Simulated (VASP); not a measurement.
Write the native input for VASP 6.6.1 that does the following.

```
Task                   : single point
Functional             : r2SCAN
Potentials or basis    : VASP PAW PBE potentials, release 64 (In_d, P)
Cutoff                 : 520 eV
k mesh                 : 8 × 8 × 8
Occupations            : gaussian, width 0.01 eV
Spin                   : no spin polarisation
Dipole correction      : no
Further INCAR settings : ALGO = Normal; EDIFF = 1e-07; NBANDS = 16
```

Crystal: InP.

```xyz
2
Lattice="2.9684 2.9684 0.0000 -2.9684 2.9684 0.0000 0.0000 2.9684 2.9448" Properties=species:S:1:pos:R:3 pbc="T T T"
In    0.0000    0.0000    0.0000
P     1.4842    4.4527    1.4724
```

This cell differs from its parent crystal: in-plane strain +0.005.

The input as run:

POSCAR

```
InP
1.0
    2.9684365541      2.9684365541      0.0000000000
   -2.9684365541      2.9684365541      0.0000000000
    0.0000000000      2.9684365541      2.9448072084
In P
1 1
Direct
    0.0000000000      0.0000000000      0.0000000000
    0.7500000000      0.2500000000      0.5000000000
```

INCAR.step1

```
PREC = Accurate
ENCUT = 520
ISMEAR = 0
SIGMA = 0.01
LREAL = False
LASPH = True
NELM = 80
NBANDS = 16
GGA = PE
ALGO = Normal
EDIFF = 1E-4
LWAVE = True
LCHARG = False
```

INCAR.step2

```
PREC = Accurate
ENCUT = 520
EDIFF = 1E-7
ISMEAR = 0
SIGMA = 0.01
LREAL = False
LASPH = True
NELM = 80
ALGO = Normal
ISIF = 2
LWAVE = False
LCHARG = True
METAGGA = R2SCAN
LMIXTAU = True
LELF = True
LVHAR = True
NBANDS = 16
ISTART = 1
```

KPOINTS

```
regular mesh
0
Gamma
  8 8 8
```

Potentials or basis: VASP PAW PBE potentials, release 64 (In_d, P).

Command:

```bash
$ cat potpaw_PBE.64/In_d/POTCAR potpaw_PBE.64/P/POTCAR > POTCAR
$ cp INCAR.step1 INCAR
$ mpirun -np 1 vasp_std > vasp.out
$ cp INCAR.step2 INCAR
$ mpirun -np 1 vasp_std > vasp.out
```

Results of the run:

The pressure is -0.6 GPa and the band gap on the k mesh is 0.96 eV, direct.

Caveat: the cell differs from its parent crystal (in-plane strain +0.005); the PAW data sets were made with another functional, which shifts forces and pressure a little; spin-orbit coupling is left out, which moves the levels of the heavy elements.

Wall time 3 min on 1 thread of Intel(R) Xeon(R) Platinum 8259CL CPU @ 2.50GHz (Skylake/Cascade Lake), with other jobs on the host, peak memory 0.21 GiB.
